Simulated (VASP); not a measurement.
**Zn12B (a cell with a defect): single point with PBE**

Crystal: Zn12B (a cell with a defect).

```
Zn B
1.0
     5.32000    0.00000    0.00000
    -3.99000    6.91088    0.00000
     0.00000    0.00000    4.93696
Zn B
12 1
Cartesian
  -0.7536 -0.1918 -0.8039
  0.2868 1.8726 3.1118
  -1.6015 1.6421 -0.0030
  -1.4231 4.8520 3.0268
  -1.7482 3.9370 0.7658
  -3.3747 6.4181 1.2411
  1.8626 0.1916 -1.0670
  3.1735 1.9581 2.4575
  1.1576 2.0443 0.6424
  1.6849 3.9730 3.3624
  0.8330 4.4564 0.7751
  -0.9682 6.2221 1.3168
  -0.4561 3.4596 4.1654
```

```yaml
Program: VASP 6.6.1
Task: single point
Functional: PBE
Potentials_or_basis: VASP PAW PBE potentials, release 64 (Zn, B)
Cutoff: 520 eV
k_mesh: 2 × 2 × 2
Occupations: fermi-dirac, width 0.15 eV
Spin: no spin polarisation
```

```yaml
Pressure: 13.0 GPa
Largest_force: 3.157 eV/Å
```

Forces in eV/Å, atoms in the order of the input:
```
Zn   0.576 -2.603 -1.691
Zn   0.336 -0.701 -1.358
Zn  -0.636  1.261  1.278
Zn   0.205 -0.158  0.908
Zn  -0.922  0.377  0.366
Zn  -0.068  1.037  1.290
Zn   0.311 -0.434 -0.298
Zn  -0.446 -0.314 -0.288
Zn  -0.099 -0.600  0.383
Zn  -0.788  0.451 -0.425
Zn  -0.536 -0.130  0.218
Zn   1.295  2.050 -0.755
B    0.772 -0.236  0.371
```

Stress tensor (GPa, compression positive):
```
 7.00  0.31 -0.37
 0.31 17.61  1.52
-0.37  1.52 14.43
```

Levels at points of the mesh, in eV from the Fermi level:
```csv
k point,band 71,band 72,band 73,band 74,band 75,band 76
"(0.00, 0.00, 0.00)",-1.64,-0.66,-0.19,0.48,0.71,0.96
"(0.50, 0.00, 0.00)",-1.43,-1.21,-0.86,-0.75,-0.29,0.42
"(0.00, 0.50, 0.00)",-2.17,-1.87,-0.78,0.53,0.69,1.12
"(0.50, 0.50, 0.00)",-0.84,-0.62,-0.31,0.63,0.93,1.17
"(0.00, 0.00, 0.50)",-2.22,-1.70,-0.85,-0.28,0.27,1.37
"(0.50, 0.00, 0.50)",-0.95,-0.40,-0.12,0.75,1.62,1.68
"(0.00, 0.50, 0.50)",-1.83,-1.66,-1.30,-0.63,-0.49,-0.17
"(0.50, 0.50, 0.50)",-2.84,-2.58,1.31,1.91,1.94,3.03
```

Run time: 3.1 min on 1 thread of Intel(R) Xeon(R) Platinum 8259CL CPU @ 2.50GHz (Skylake/Cascade Lake), on a shared host, peak memory 0.33 GiB.

Caveat: the k points lie up to 0.68 Å⁻¹ apart.
